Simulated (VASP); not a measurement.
# SiNi (P2_1) in VASP: single point with PBEsol

Aim: the single point of SiNi with PBEsol.

Everything below comes from runs of VASP 6.6.1. Logs are shortened: lines on timing, memory, paths and dates and some standing lists are left out, and cuts for length are marked.

**1. The cell of the first run**

The structure is monoclinic, space group P2_1 (No. 4). The conventional cell has a = 4.468 Å, b = 4.468 Å, c = 9.436 Å, α = 90.00°, β = 90.00°, γ = 90.00°. Si (site symmetry 1) has 7 Ni at 2.34 to 2.85 Å and 6 Si at 2.76 to 3.18 Å within 3.2 Å. Si (site symmetry 1) has 7 Ni at 2.34 to 2.42 Å and 6 Si at 2.76 Å within 3.1 Å. Within 3.2 Å of Si (site symmetry 1) lie 7 Ni at 2.38 to 2.89 Å and 6 Si at 2.76 to 3.18 Å. Within 3.1 Å of Si (site symmetry 1) lie 7 Ni at 2.34 to 2.42 Å and 6 Si at 2.76 Å. Ni (site symmetry 1) has 7 Si at 2.34 to 2.89 Å and 6 Ni at 2.75 to 3.17 Å within 3.2 Å. Ni (site symmetry 1) has 7 Si at 2.34 to 2.42 Å and 6 Ni at 2.75 Å within 3.1 Å. Within 3.2 Å of Ni (site symmetry 1) lie 7 Si at 2.38 to 2.85 Å and 6 Ni at 2.75 to 3.17 Å. Within 3.1 Å of Ni (site symmetry 1) lie 7 Si at 2.34 to 2.42 Å and 6 Ni at 2.75 Å.

**2. Single point, PBEsol (the distance across one plane changed)**

INCAR

```
SYSTEM = SiNi
PREC     = Accurate       ! precision mode
ENCUT    = 520            ! plane-wave cutoff, eV
EDIFF    = 1E-6           ! SCF threshold, eV
ISMEAR   = 0              ! smearing method
SIGMA    = 0.15           ! smearing width, eV
LREAL    = Auto         
LASPH    = .True.         ! aspherical terms in the spheres
NELM     = 60             ! most SCF steps
ALGO     = Fast           ! electronic algorithm
ISIF     = 2              ! what is computed and relaxed
LWAVE    = .False.        ! write WAVECAR
LCHARG   = .False.        ! write CHGCAR
GGA      = PS             ! functional
NBANDS   = 70             ! bands
```

KPOINTS

```
Automatic mesh
0
Gamma
  9 9 5
  0 0 0
```

POSCAR

```
SiNi
1.0
    0.0000000000     -4.4679769961      0.0000000000
    0.0000000000      0.0000000000     -4.4679769961
    9.4359539923      0.0000000000      0.0000000000
Si Ni
8 8
Direct
    0.1535354713      0.1535354713      0.1640528924
    0.1535354713      0.1535354713      0.6375584859
    0.8464645287      0.6535354713      0.0726999044
    0.8464645287      0.6535354713      0.5462054980
    0.3464645287      0.8464645287      0.8743112827
    0.3464645287      0.8464645287      0.4008056892
    0.6535354713      0.3464645287      0.7829582948
    0.6535354713      0.3464645287      0.3094527012
    0.8510095113      0.8510095113      0.7808062201
    0.8510095113      0.8510095113      0.3073006265
    0.1489904887      0.3510095113      0.8764633574
    0.1489904887      0.3510095113      0.4029577638
    0.6489904887      0.1489904887      0.0705478297
    0.6489904887      0.1489904887      0.5440534233
    0.3510095113      0.6489904887      0.1662049670
    0.3510095113      0.6489904887      0.6397105606
```

Potentials or basis: VASP PAW PBE potentials, release 64 (Si, Ni).

Run with:

```
$ cat potpaw_PBE.64/Si/POTCAR potpaw_PBE.64/Ni/POTCAR > POTCAR
$ mpirun -np 1 vasp_std > vasp.out
```

OUTCAR:

```text
SYSTEM = SiNi
   PREC = Accurate
   ENCUT = 520
   EDIFF = 1E-6
   ISMEAR = 0
   LREAL = Auto
   LASPH = .True.
   NELM = 60
   ISIF = 2
   GGA = PS

 ion  position               nearest neighbor table
   1  0.154  0.154  0.164-  10 2.34  15 2.38  13 2.38  12 2.42  15 2.42  13 2.42   8 2.76   8 2.76
                             6 2.76   3 2.76   3 2.76  11 2.85
   2  0.154  0.154  0.638-   9 2.34  12 2.38  16 2.38  14 2.38  16 2.42  11 2.42  14 2.42   6 2.76
                             7 2.76   7 2.76   5 2.76   4 2.76   4 2.76
   3  0.846  0.654  0.073-  10 2.38  13 2.38  15 2.38  13 2.42  15 2.42  11 2.66   8 2.76   1 2.76
                             1 2.76   9 2.89   5 3.04   5 3.04
   4  0.846  0.654  0.546-  12 2.34   9 2.38  14 2.38  16 2.38  14 2.42  10 2.42  16 2.42   6 2.76
                             6 2.76   8 2.76   7 2.76   2 2.76   2 2.76
   5  0.346  0.846  0.874-  16 2.38  11 2.38   9 2.38  11 2.42   9 2.42  13 2.66   2 2.76   7 2.76
                             7 2.76  15 2.89   3 3.04   3 3.04
   6  0.346  0.846  0.401-  14 2.34  12 2.38  10 2.38  15 2.38  16 2.42  12 2.42  10 2.42   4 2.76
                             4 2.76   2 2.76   1 2.76   8 2.76   8 2.76
   7  0.654  0.346  0.783-  16 2.34   9 2.38  11 2.38   9 2.42  14 2.42  11 2.42   2 2.76   2 2.76
                             4 2.76   5 2.76   5 2.76  13 2.85
   8  0.654  0.346  0.309-  15 2.34  14 2.38  10 2.38  12 2.38  10 2.42  13 2.42  12 2.42   1 2.76
                             1 2.76   4 2.76   3 2.76   6 2.76   6 2.76
   9  0.851  0.851  0.781-   2 2.34   4 2.38   7 2.38   5 2.38   7 2.42   5 2.42  16 2.75  16 2.75
                            14 2.75  11 2.75  11 2.75   3 2.89
  10  0.851  0.851  0.307-   1 2.34   3 2.38   8 2.38   6 2.38   8 2.42   4 2.42   6 2.42  15 2.75
                            15 2.75  14 2.75  13 2.75  12 2.75  12 2.75
  11  0.149  0.351  0.876-   5 2.38   7 2.38   5 2.42   2 2.42   7 2.42   3 2.66  16 2.75   9 2.75
                             9 2.75   1 2.85  13 3.03  13 3.03
  12  0.149  0.351  0.403-   4 2.34   2 2.38   6 2.38   8 2.38   1 2.42   6 2.42   8 2.42  14 2.75
                            14 2.75  16 2.75  15 2.75  10 2.75  10 2.75
  13  0.649  0.149  0.071-   3 2.38   1 2.38   3 2.42   8 2.42   1 2.42   5 2.66  10 2.75  15 2.75
                            15 2.75   7 2.85  11 3.03  11 3.03
  14  0.649  0.149  0.544-   6 2.34   8 2.38   4 2.38   2 2.38   4 2.42   7 2.42   2 2.42  12 2.75
                            12 2.75   9 2.75  10 2.75  16 2.75  16 2.75
  15  0.351  0.649  0.166-   8 2.34   1 2.38   3 2.38   6 2.38   1 2.42   3 2.42  10 2.75  10 2.75
                            12 2.75  13 2.75  13 2.75   5 2.89
  16  0.351  0.649  0.640-   7 2.34   5 2.38   2 2.38   4 2.38   6 2.42   2 2.42   4 2.42   9 2.75
                             9 2.75  11 2.75  12 2.75  14 2.75  14 2.75

  LATTYP: Found a simple tetragonal cell.
 ALAT       =     4.4679769961
 C/A-ratio  =     2.1119074697

  Lattice vectors:

 A1 = (   0.0000000000,  -4.4679769961,   0.0000000000)
 A2 = (   0.0000000000,   0.0000000000,  -4.4679769961)
 A3 = (   9.4359539923,   0.0000000000,   0.0000000000)

Analysis of symmetry for initial positions (statically):
=====================================================================
 Subroutine PRICEL returns:
 Original cell was already a primitive cell.

 Routine SETGRP: Setting up the symmetry group for a
 simple tetragonal supercell.

 Subroutine GETGRP returns: Found  2 space group operations
 (whereof  1 operations were pure point group operations)
 out of a pool of 16 trial point group operations.

The static configuration has the point symmetry C_1 .
 The point group associated with its full space group is C_2 .

Analysis of symmetry for dynamics (positions and initial velocities):
=====================================================================
 Subroutine PRICEL returns:
 Original cell was already a primitive cell.

 Routine SETGRP: Setting up the symmetry group for a
 simple tetragonal supercell.

 Subroutine GETGRP returns: Found  2 space group operations
 (whereof  1 operations were pure point group operations)
 out of a pool of 16 trial point group operations.

The dynamic configuration has the point symmetry C_1 .
 The point group associated with its full space group is C_2 .

 Subroutine INISYM returns: Found  2 space group operations
 (whereof  1 operations are pure point group operations),
 and found     1 'primitive' translations

----------------------------------------------------------------------------------------

                                     Primitive cell

  volume of cell :     188.3682

  direct lattice vectors                    reciprocal lattice vectors
     0.000000000 -4.467976996  0.000000000     0.000000000 -0.223814939  0.000000000
[... 57 lines left out ...]

  Length of vectors
     0.024868327  0.024868327  0.021195525

  Shift w.r.t. Gamma in fractional coordinates (k-lattice)
     0.000000000  0.000000000  0.000000000

 Subroutine IBZKPT returns following result:
 ===========================================

 Found    115 irreducible k-points:

 Following reciprocal coordinates:
            Coordinates               Weight
  0.000000  0.000000  0.000000      1.000000
  0.111111  0.000000  0.000000      2.000000
  0.000000  0.111111  0.000000      2.000000
  0.222222  0.000000  0.000000      2.000000
  0.000000  0.222222  0.000000      2.000000
  0.333333  0.000000  0.000000      2.000000
[... 16 lines left out ...]
  0.444444  0.333333  0.000000      4.000000
 -0.333333  0.444444  0.000000      4.000000
 [... further k-points ...]
   k-points           NKPTS =    115   k-points in BZ     NKDIM =    115   number of bands    NBANDS=     70
   number of dos      NEDOS =    301   number of ions     NIONS =     16
   total plane-waves  NPLWV =  90720
   dimension x,y,z NGX =    36 NGY =   36 NGZ =   70
   dimension x,y,z NGXF=    72 NGYF=   72 NGZF=  140
   ions per type =               8   8
   NGX,Y,Z   is equivalent  to a cutoff of  13.39, 13.39, 12.33 a.u.
   NGXF,Y,Z  is equivalent  to a cutoff of  26.79, 26.79, 24.67 a.u.
 SYSTEM =  SiNi
   PREC   = accura    normal or accurate (medium, high low for compatibility)
   ISTART =      0    job   : 0-new  1-cont  2-samecut
   ICHARG =      2    charge: 1-file 2-atom 10-const
   ISPIN  =      1    spin polarized calculation?
   LNONCOLLINEAR =      F non collinear calculations
   LSORBIT =      F    spin-orbit coupling
   LASPH  =      T    aspherical Exc in radial PAW
   ENCUT  =  520.0 eV  38.22 Ry    6.18 a.u.   8.31  8.31 17.54*2*pi/ulx,y,z
   NELM   =     60;   NELMIN=  2; NELMDL= -5     # of ELM steps
   EDIFF  = 0.1E-05   stopping-criterion for ELM
   LREAL  =      T    real-space projection
   EDIFFG = 0.1E-04   stopping-criterion for IOM
   NSW    =      0    number of steps for IOM
   IBRION =     -1    ionic relax: 0-MD 1-quasi-New 2-CG
   NFREE  =      0    steps in history (QN), initial steepest desc. (CG)
   ISIF   =      2    stress and relaxation
   ISYM   =      2    0-nonsym 1-usesym 2-fastsym
   POTIM  = 0.5000    time-step for ionic-motion
   TEBEG  =    0.0;   TEEND  =   0.0 temperature during run
   PSTRESS=    0.0 pullay stress
   NELECT =     112.0000    total number of electrons
   NUPDOWN=      -1.0000    fix difference up-down
   EMIN   =  10.00;   EMAX   =-10.00  energy-range for DOS
   EFERMI =   0.00;   METHOD = LEGACY
   ISMEAR =     0;   SIGMA  =   0.15  broadening in eV -4-tet -1-fermi 0-gaus
   EFERMI_NEDOS =   21; number of points for ismear=-14 and -15
   IALGO  =     68    algorithm
   IMIX   =      4    mixing-type and parameters
     AMIX     =   0.40;   BMIX     =  1.00
     AMIX_MAG =   1.60;   BMIX_MAG =  1.00
  volume/ion in A,a.u.               =      11.77        79.45
  Fermi-wavevector in a.u.,A,eV,Ry     =   1.376612  2.601420 25.783872  1.895061
  Thomas-Fermi vector in A             =   2.501841
   LORBIT       =      0    0 simple, 1 ext, 2 COOP (PROOUT), +10 PAW based schemes
   GGA     = PS    functional components
   LHFCALC =     F    Hartree Fock is set to
   AEXX    =    0.0000 exact exchange contribution
   IVDW    =     0    specifies the selected vdW correction
   LEPSILON=     F    determine dielectric tensor
   LRPA    =     F    only Hartree local field effects (RPA)
 non-spin polarized calculation
 RMM-DIIS sequential band-by-band and
 Gauss-broadening in eV      SIGMA  =   0.15
  energy-cutoff  :      520.00
  volume of cell :      188.37
 maximum number of plane-waves:      5127
 NGX is ok and might be reduce to    36
   NGX = 17   NGY = 17   NGZ = 35

 number of electron     112.0000016 magnetization

 Free energy of the ion-electron system (eV)
  ---------------------------------------------------
  ext. energy  EPLUGINS =         0.00000000
  ---------------------------------------------------
  free energy    TOTEN  =      -102.21365496 eV

  energy without entropy =     -102.14661689  energy(sigma->0) =     -102.18013593

 E-fermi :  11.2407     XC(G=0): -12.4982

 val. band max:       11.2299587050   @ k =   0.2222   0.2222   0.0000
 cond. band min:      11.2424372492   @ k =   0.1111  -0.4444   0.2000
 fundamental gap:      0.0124785442
 Fermi energy:        11.2407183281

 k-point     1 :       0.0000    0.0000    0.0000
  band No.  band energies     occupation
      1      -2.7990      2.00000
      2      -1.3504      2.00000
      3      -0.5907      2.00000
      4       2.3546      2.00000
      5       2.6481      2.00000
      6       2.6984      2.00000
[... 1693 lines left out ...]
     67      15.1728      0.00000
     68      15.6225      0.00000

 [... further k-points ...]

 [bands above 68 left out]

------------------------ aborting loop because EDIFF is reached ----------------------------------------

  FORCE on cell =-STRESS in cart. coord.  units (eV):
  Direction    XX          YY          ZZ          XY          YZ          ZX
  --------------------------------------------------------------------------------------
  -------------------------------------------------------------------------------------
  Total       -6.8137371     -5.9258371     -7.1810932      0.0000000      0.0000000      0.2349179
  in kB      -57.9546497    -50.4025631    -61.0792190      0.0000000      0.0000000      1.9981083
  external PRESSURE =     -56.4788106 kB  Pullay stress =       0.0000000 kB

 VOLUME and BASIS-vectors are now :
 -----------------------------------------------------------------------------
  energy-cutoff  :      520.00
  volume of cell :      188.37
      direct lattice vectors                 reciprocal lattice vectors
     0.000000000 -4.467976996  0.000000000     0.000000000 -0.223814939  0.000000000
     0.000000000  0.000000000 -4.467976996     0.000000000  0.000000000 -0.223814939
     9.435953992  0.000000000  0.000000000     0.105977626  0.000000000  0.000000000

 POSITION                                       TOTAL-FORCE (eV/Angst)
 -----------------------------------------------------------------------------------
      1.54800     -0.68599     -0.68599        -1.001744     -0.023643     -0.146203
      6.01597     -0.68599     -0.68599         0.265442      0.044122     -0.021504
      0.68599     -3.78198     -2.91998        -1.085475     -0.294433      0.298458
      5.15397     -3.78198     -2.91998         0.182112     -0.022387     -0.039842
      8.24996     -1.54800     -3.78198         1.085475     -0.294433     -0.298458
      3.78198     -1.54800     -3.78198        -0.182112     -0.022387      0.039842
[... 8 lines left out ...]
      1.56830     -1.56830     -2.89967        -0.224849     -0.051782     -0.043797
      6.03628     -1.56830     -2.89967        -0.297989      0.028332     -0.025201
 -----------------------------------------------------------------------------------
    total drift:                               -0.000229     -0.002389     -0.000014

  FREE ENERGIE OF THE ION-ELECTRON SYSTEM (eV)
  ---------------------------------------------------
  free  energy   TOTEN  =      -102.2136549610 eV

  energy  without entropy=     -102.1466168937  energy(sigma->0) =     -102.18013593
```

It took 30 min on 1 thread of Oxide Virtual Turin-like, shared host; peak memory 0.91 GiB.

What came out:

| Quantity | Value |
| --- | --- |
| Free energy | -102.2137 eV |
| Pressure | -5.6 GPa |
| Largest force | 1.164 eV/Å |
| Band gap on the k mesh | zero (bands 56 and 57 overlap by 0.46 eV) |

Forces on the atoms (eV/Å):
```
Si  -1.002 -0.024 -0.146
Si   0.265  0.044 -0.022
Si  -1.085 -0.294  0.298
Si   0.182 -0.022 -0.040
Si   1.085 -0.294 -0.298
Si  -0.182 -0.022  0.040
Si   1.002 -0.024  0.146
Si  -0.265  0.044  0.022
Ni   0.225 -0.052  0.044
Ni   0.298  0.028  0.025
Ni   0.342  0.271 -0.144
Ni   0.027  0.049  0.041
Ni  -0.342  0.271  0.144
Ni  -0.027  0.049 -0.041
Ni  -0.225 -0.052 -0.044
Ni  -0.298  0.028 -0.025
```

Stress tensor (GPa, compression positive):
```
-5.80  0.00  0.20
 0.00 -5.04  0.00
 0.20  0.00 -6.11
```

Levels at points of the mesh, in eV from the Fermi level:
| k point | band 53 | band 54 | band 55 | band 56 | band 57 | band 58 | band 59 | band 60 |
| --- | --- | --- | --- | --- | --- | --- | --- | --- |
| (0.00, 0.00, 0.00) | -1.48 | -0.59 | -0.39 | -0.10 | -0.03 | 0.90 | 0.92 | 1.13 |

Caveat: the cell differs from its parent crystal (the distance across one plane changed); the cell stands under tension; the PAW data sets were made with another functional, which shifts forces and pressure a little. Spin polarisation is off, so any magnetic state and its effect on volume and gap are missing.
